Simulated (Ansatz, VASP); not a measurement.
## BN in VASP and in Ansatz

File INCAR:

```
SYSTEM = BN
ALGO = Normal
EDIFF = 1E-6
ENCUT = 520
GGA = PE
ISIF = 2
ISMEAR = 0
LASPH = .TRUE.
LCHARG = .FALSE.
LREAL = .FALSE.
LWAVE = .FALSE.
NBANDS = 26
NELM = 80
PREC = Accurate
SIGMA = 0.05
```

The input KPOINTS:

```
k-points
0
G
  6 6 6
  0 0 0
```

The input POSCAR:

```
BN
1.0
    3.7308504497      0.0475881217     -0.0500430582
   -0.0475881217     -3.4911382997     -0.1058250179
    0.0500430582     -0.1058250179     -3.8077774649
B N
4 4
Direct
   -0.0275994757      0.0397318246      0.0411569298
    0.4150553612      0.4965793342      0.0527066065
    0.4916823158      0.0058200236      0.4386477736
    0.0999237951      0.4800730296      0.5531587388
    0.7481799877      0.7775477286      0.7211283283
    0.1976179521      0.1955606666      0.7612737419
    0.2814524278      0.7376465565      0.2097750717
    0.7936876359      0.2670408364      0.2221528094
```

Input for Ansatz:

```yaml
crystal:
  lattice:
    - [3.7308504497, 0.0475881217, -0.0500430582]
    - [-0.0475881217, -3.4911382997, -0.1058250179]
    - [0.0500430582, -0.1058250179, -3.8077774649]
  atoms:
    - { symbol: B, position: [-0.0275994757, 0.0397318246, 0.0411569298] }
    - { symbol: B, position: [0.4150553612, 0.4965793342, 0.0527066065] }
    - { symbol: B, position: [0.4916823158, 0.0058200236, 0.4386477736] }
    - { symbol: B, position: [0.0999237951, 0.4800730296, 0.5531587388] }
    - { symbol: "N", position: [0.7481799877, 0.7775477286, 0.7211283283] }
    - { symbol: "N", position: [0.1976179521, 0.1955606666, 0.7612737419] }
    - { symbol: "N", position: [0.2814524278, 0.7376465565, 0.2097750717] }
    - { symbol: "N", position: [0.7936876359, 0.2670408364, 0.2221528094] }
basis:
  ecutwfc: 420
kpoints:
  mp_grid: { grid: [6, 6, 6] }
hamiltonian:
  xc: pbe
scf:
  occupations: { method: gaussian, width: 0.05 }
output:
  forces: true
  stress: true
  eigenvalues: true
```

Change from the starting cell: all atoms moved at random (sigma 0.15 Å a component), cell strained at random (sigma 0.03).

Alike in both runs: task single point; functional PBE; k mesh 6 × 6 × 6; occupations gaussian, width 0.05 eV; no spin polarisation.

|  | VASP | Ansatz |
| --- | --- | --- |
| version | VASP 6.6.1 | Ansatz 0.2.0 |
| potentials or method | VASP PAW PBE potentials, release 64 (B, N), cutoff 520 eV | scalar-relativistic, plane waves, PAW |
| valence electrons in the cell | 32 | 32 |

|  | VASP | Ansatz | Ansatz less VASP |
| --- | --- | --- | --- |
| gap on the k mesh at the Fermi level (eV) | none | none | - |
| pressure (GPa) | 40.7 | 40.6 | -0.12 |
| traceless stress, the component that is largest in VASP (GPa) | 46.02 | 45.95 | -0.071 |
| rms of the force components (eV/Å) | 7.736 | 7.704 | -0.0328 |

Atom by atom the forces differ by 0.041 eV/Å (rms over components). A gap of «none» marks a metal or a gap that the smearing closes. Both programs put the cell under a high pressure, so it lies far from rest at this level.
